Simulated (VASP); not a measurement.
Here is a VASP 6.6.1 calculation.

Contents of INCAR:

```
SYSTEM = WC
PREC = Accurate ; ENCUT = 1300
EDIFF = 1E-6 ; ISMEAR = -1
SIGMA = 0.15 ; LREAL = .FALSE.
LASPH = .TRUE. ; NELM = 120
ALGO = Normal ; ISIF = 2
LWAVE = .FALSE. ; LCHARG = .FALSE.
GGA = PE ; NBANDS = 16
GGA_COMPAT = .FALSE.
```

Contents of KPOINTS:

```
Automatic mesh
0
G
  11 11 10
  0 0 0
```

File POSCAR:

```
WC
1.0
    2.8869927008      0.0000000000      0.0000000000
   -1.4434963504      2.5002062024      0.0000000000
    0.0000000000      0.0000000000      2.8175618425
W C
1 1
Direct
    0.0000000000      0.0000000000      0.0000000000
    0.6666666667      0.3333333333      0.5000000000
```

Potentials or basis: VASP PAW PBE potentials, release 64 (W_sv, C_h).

The run is started by

```sh
$ cat potpaw_PBE.64/W_sv/POTCAR potpaw_PBE.64/C_h/POTCAR > POTCAR
$ mpirun -np 1 vasp_std > vasp.out
```

(1) What does it give for the pressure?

(2) What does it give for the band gap on the k mesh?

Answers

(1) 15.5 GPa.

(2) zero (bands 9 and 10 overlap by 1.25 eV).

Caveat: the cell stands under pressure; spin-orbit coupling is left out, which moves the levels of the heavy elements.
